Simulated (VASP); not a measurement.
# Zn (Im-3m) in VASP: a series of runs

Runs on Zn. Level: PBE. Tasks: relaxation of cell and atoms.

Program: VASP 6.6.1. These are calculated values, not measurements. Logs are shortened: lines on timing, memory, paths and dates and some standing lists are left out, and cuts for length are marked.

## (1) The cell of the first run

It takes space group Im-3m (No. 229, cubic). Conventional cell: a = 3.039 Å, b = 3.039 Å, c = 3.039 Å, α = 90.00°, β = 90.00°, γ = 90.00°. Zn (site symmetry m-3m) has 14 Zn at 2.63 to 3.04 Å within 3.5 Å.

## (2) Relaxation of cell and atoms, PBE, target pressure 6.7 GPa, at which the enthalpy is minimised

Contents of INCAR:

```
SYSTEM = Zn
  ALGO = Normal
  EDIFF = 1E-6
  EDIFFG = -0.005
  ENCUT = 600
  GGA = PE
  IBRION = 2
  ISIF = 3
  ISMEAR = -1
  LASPH = .True.
  LCHARG = .False.
  LREAL = .False.
  LWAVE = .False.
  NELM = 60
  NSW = 60
  PREC = Accurate
  PSTRESS = 67.0
  SIGMA = 0.1
```

Contents of KPOINTS:

```
k-points
0
Gamma
  18 18 18
  0 0 0
```

Contents of POSCAR:

```
Zn
1.0
   -1.5194615143      1.5194615143      1.5194615143
    1.5194615143     -1.5194615143      1.5194615143
    1.5194615143      1.5194615143     -1.5194615143
Zn
1
Direct
    0.0000000000      0.0000000000      0.0000000000
```

Potentials or basis: VASP PAW PBE potentials, release 64 (Zn).

Launch:

```console
cat potpaw_PBE.64/Zn/POTCAR > POTCAR
mpirun -np 1 vasp_std > vasp.out
```

OUTCAR:

```text
SYSTEM = Zn
   EDIFF = 1E-6
   EDIFFG = -0.005
   ENCUT = 600
   GGA = PE
   IBRION = 2
   ISIF = 3
   ISMEAR = -1
   LASPH = .True.
   LREAL = .False.
   NELM = 60
   NSW = 60
   PREC = Accurate
   PSTRESS = 67.0

 ion  position               nearest neighbor table
   1  0.000  0.000  0.000-

  LATTYP: Found a body centered cubic cell.
 ALAT       =     3.0389230286

  Lattice vectors:

 A1 = (  -1.5194615143,   1.5194615143,   1.5194615143)
 A2 = (   1.5194615143,  -1.5194615143,   1.5194615143)
 A3 = (   1.5194615143,   1.5194615143,  -1.5194615143)

Analysis of symmetry for initial positions (statically):
=====================================================================
 Subroutine PRICEL returns:
 Original cell was already a primitive cell.

 Routine SETGRP: Setting up the symmetry group for a
 body centered cubic supercell.

 Subroutine GETGRP returns: Found 48 space group operations
 (whereof 48 operations were pure point group operations)
 out of a pool of 48 trial point group operations.

The static configuration has the point symmetry O_h .

Analysis of symmetry for dynamics (positions and initial velocities):
=====================================================================
 Subroutine PRICEL returns:
 Original cell was already a primitive cell.

 Routine SETGRP: Setting up the symmetry group for a
 body centered cubic supercell.

 Subroutine GETGRP returns: Found 48 space group operations
 (whereof 48 operations were pure point group operations)
 out of a pool of 48 trial point group operations.

The dynamic configuration has the point symmetry O_h .

 Subroutine INISYM returns: Found 48 space group operations
 (whereof 48 operations are pure point group operations),
 and found     1 'primitive' translations

----------------------------------------------------------------------------------------

                                     Primitive cell

  volume of cell :      14.0323

  direct lattice vectors                    reciprocal lattice vectors
    -1.519461514  1.519461514  1.519461514     0.000000000  0.329063945  0.329063945
     1.519461514 -1.519461514  1.519461514     0.329063945  0.000000000  0.329063945
     1.519461514  1.519461514 -1.519461514     0.329063945  0.329063945  0.000000000

  length of vectors
[... 94 lines left out ...]
   EFERMI =   0.00;   METHOD = LEGACY
   ISMEAR =    -1;   SIGMA  =   0.10  broadening in eV -4-tet -1-fermi 0-gaus
   EFERMI_NEDOS =   21; number of points for ismear=-14 and -15
   IALGO  =     38    algorithm
   IMIX   =      4    mixing-type and parameters
     AMIX     =   0.40;   BMIX     =  1.00
     AMIX_MAG =   1.60;   BMIX_MAG =  1.00
  volume/ion in A,a.u.               =      14.03        94.69
  Fermi-wavevector in a.u.,A,eV,Ry     =   1.553909  2.936462 32.853073  2.414633
  Thomas-Fermi vector in A             =   2.658072
   LORBIT       =      0    0 simple, 1 ext, 2 COOP (PROOUT), +10 PAW based schemes
   GGA     = PE    functional components
   LHFCALC =     F    Hartree Fock is set to
   AEXX    =    0.0000 exact exchange contribution
   IVDW    =     0    specifies the selected vdW correction
   LEPSILON=     F    determine dielectric tensor
   LRPA    =     F    only Hartree local field effects (RPA)
 conjugate gradient relaxation of ions
 non-spin polarized calculation
  energy-cutoff  :      600.00
  volume of cell :       14.03
 maximum number of plane-waves:       480
 NGX is ok and might be reduce to    24
   NGX = 11   NGY = 11   NGZ = 11

--------------------------------------- Ionic step        1  -------------------------------------------

 number of electron      12.0000009 magnetization

 Free energy of the ion-electron system (eV)
  ---------------------------------------------------
  ext. energy  EPLUGINS =         0.00000000
  ---------------------------------------------------
  free energy    TOTEN  =        -0.99573639 eV

  energy without entropy =       -0.98549839  energy(sigma->0) =       -0.99061739

------------------------ aborting loop because EDIFF is reached ----------------------------------------

  FORCE on cell =-STRESS in cart. coord.  units (eV):
  Direction    XX          YY          ZZ          XY          YZ          ZX
  --------------------------------------------------------------------------------------
  -------------------------------------------------------------------------------------
  Total        0.6906251      0.6906251      0.6906251      0.0000000      0.0000000     -0.0000000
  in kB       78.8540211     78.8540211     78.8540211      0.0000000      0.0000000     -0.0000000
  external PRESSURE =      11.8540211 kB  Pullay stress =      67.0000000 kB
[... 61 lines left out ...]
--------------------------------------- Ionic step        3  -------------------------------------------

 number of electron      12.0000008 magnetization

 Free energy of the ion-electron system (eV)
  ---------------------------------------------------
  ext. energy  EPLUGINS =         0.00000000
  ---------------------------------------------------
  free energy    TOTEN  =        -1.00330055 eV

  energy without entropy =       -0.99307970  energy(sigma->0) =       -0.99819013

 E-fermi :   3.7883     XC(G=0): -11.9308

 val. band max:        3.7768917031   @ k =   0.3889   0.1667  -0.0000
 cond. band min:       3.8211525434   @ k =  -0.3889   0.5000   0.2778
 fundamental gap:      0.0442608403
 Fermi energy:         3.7882931310

 k-point     1 :       0.0000    0.0000    0.0000
  band No.  band energies     occupation
      1      -7.3208      2.00000
      2      -4.2890      2.00000
      3      -4.2890      2.00000
      4      -4.2890      2.00000
      5      -3.7127      2.00000
      6      -3.7127      2.00000
      7      24.1285      0.00000
      8      24.1285      0.00000
      9      24.1285      0.00000
     10      25.1796      0.00000
[... 287 lines left out ...]
 k-point    24 :       0.3889    0.1111   -0.0000
  band No.  band energies     occupation
      1      -4.9521      2.00000
      2      -4.6023      2.00000
      3      -3.7751      2.00000
      4      -3.7405      2.00000
      5      -3.4787      2.00000
      6       0.1697      2.00000
      7       4.3286      0.00896
      8      12.9796      0.00000
      9      16.1581      0.00000
     10      21.4738      0.00000

 [... further k-points ...]

------------------------ aborting loop because EDIFF is reached ----------------------------------------

  FORCE on cell =-STRESS in cart. coord.  units (eV):
  Direction    XX          YY          ZZ          XY          YZ          ZX
  --------------------------------------------------------------------------------------
  -------------------------------------------------------------------------------------
  Total        0.5947516      0.5947516      0.5947516     -0.0000000      0.0000000      0.0000000
  in kB       67.1115468     67.1115468     67.1115468     -0.0000000      0.0000000      0.0000000
  external PRESSURE =       0.1115468 kB  Pullay stress =      67.0000000 kB
[... 20 lines left out ...]
  energy  without entropy=       -0.9930797033  energy(sigma->0) =       -0.99819013

  enthalpy is  TOTEN    =        -0.4095374752 eV   P V=        0.5937630737

 reached required accuracy - stopping structural energy minimisation
```

Wall time 23 s (1 thread of Intel Xeon 6975P-C (Granite Rapids), shared host); peak memory 0.16 GiB.

What came out:

```
Free energy                                            : -1.0033 eV
Relaxed volume                                         : 14.20 Å³/atom
Relaxed cell                                           : a = 2.642 Å, b = 2.642 Å, c = 2.642 Å, α = 109.47°, β = 109.47°, γ = 109.47°
Space group after relaxing (to 0.05 Å)                 : Im-3m (No. 229)
Energy change on relaxing (the enthalpy is what falls) : -7.6 meV/atom
Ionic steps                                            : 3
Pressure after relaxing                                : 6.7 GPa
Band gap on the k mesh                                 : zero (band 6 reaches 8.05 eV, above the bottom of band 7 at 2.88 eV)
```

Step by step:
```
step  energy change (eV)  largest force (eV/Å)  pressure (GPa)  volume (Å³)
   1              0.0000                0.0000            7.89        14.03
   2             -0.0094                0.0000            6.41        14.24
   3             -0.0076                0.0000            6.71        14.20
```

Final structure:
```cif
data_structure
_symmetry_space_group_name_H-M 'P 1'
_symmetry_Int_Tables_number 1
_cell_length_a 2.6421
_cell_length_b 2.6421
_cell_length_c 2.6421
_cell_angle_alpha 109.471
_cell_angle_beta 109.471
_cell_angle_gamma 109.471
_cell_volume 14.20
loop_
_atom_site_label
_atom_site_type_symbol
_atom_site_fract_x
_atom_site_fract_y
_atom_site_fract_z
_atom_site_occupancy
Zn1 Zn 0.00000 0.00000 0.00000 1
```

Caveat: the cell is relaxed towards a set pressure, so the enthalpy falls and the energy may rise.

## (3) Relaxation of cell and atoms, PBE, target pressure 6.7 GPa, at which the enthalpy is minimised

This run uses another cell than the first one, of 14.15 Å³/atom, 1.009 times its volume.

Contents of INCAR:

```
SYSTEM = Zn
PREC = Accurate
ENCUT = 600
EDIFF = 1E-6
ISMEAR = -1
SIGMA = 0.1
LREAL = .False.
LASPH = .True.
NELM = 80
ALGO = Normal
ISIF = 3
LWAVE = .False.
LCHARG = .False.
GGA = PE
IBRION = 2
NSW = 32
EDIFFG = -0.005
PSTRESS = 67.0
```

Contents of KPOINTS:

```
Automatic mesh
0
Gamma
  18 18 18
  0 0 0
```

Contents of POSCAR:

```
Zn
1.0
   -1.5238464765      1.5238464765      1.5238464765
    1.5238464765     -1.5238464765      1.5238464765
    1.5238464765      1.5238464765     -1.5238464765
Zn
1
Direct
    0.0000000000      0.0000000000      0.0000000000
```

Potentials or basis: VASP PAW PBE potentials, release 64 (Zn).

Launch:

```console
cat potpaw_PBE.64/Zn/POTCAR > POTCAR
mpirun -np 1 vasp_std > vasp.out
```

It took 16 s on 1 thread of Intel Xeon 6975P-C (Granite Rapids), shared host; peak memory 0.16 GiB.

The run converged. Its results:

| Item | Value |
| --- | --- |
| Free energy | -1.0037 eV |
| Relaxed volume | 14.21 Å³/atom |
| Relaxed cell | a = 2.643 Å, b = 2.643 Å, c = 2.643 Å, α = 109.47°, β = 109.47°, γ = 109.47° |
| Space group after relaxing (to 0.05 Å) | Im-3m (No. 229) |
| Energy change on relaxing (the enthalpy is what falls) | -2.3 meV/atom |
| Ionic steps | 2 |
| Pressure after relaxing | 6.6 GPa |
| Band gap on the k mesh | zero (band 6 reaches 8.05 eV, above the bottom of band 7 at 2.88 eV) |

The path:
```
step  energy change (eV)  largest force (eV/Å)  pressure (GPa)  volume (Å³)
   1              0.0000                0.0000            7.00        14.15
   2             -0.0023                0.0000            6.64        14.21
```

Final structure:
```
Zn
1.0
    -1.52578    1.52578    1.52578
     1.52578   -1.52578    1.52578
     1.52578    1.52578   -1.52578
Zn
1
Cartesian
  0.0000 0.0000 3.0516
```

Levels at points of the mesh, in eV from the Fermi level:
```csv
k point,band 3,band 4,band 5,band 6,band 7,band 8,band 9,band 10
"(0.00, 0.00, 0.00)",-8.08,-8.08,-7.50,-7.50,20.33,20.33,20.33,21.39
"(0.50, 0.00, 0.00)",-7.53,-7.46,-7.11,-3.07,-0.91,11.92,13.17,15.91
"(0.50, 0.50, 0.50)",-7.20,-7.20,-7.20,4.26,4.26,4.26,8.40,8.79
```

Caveat: the cell is relaxed towards a set pressure, so the enthalpy falls and the energy may rise.
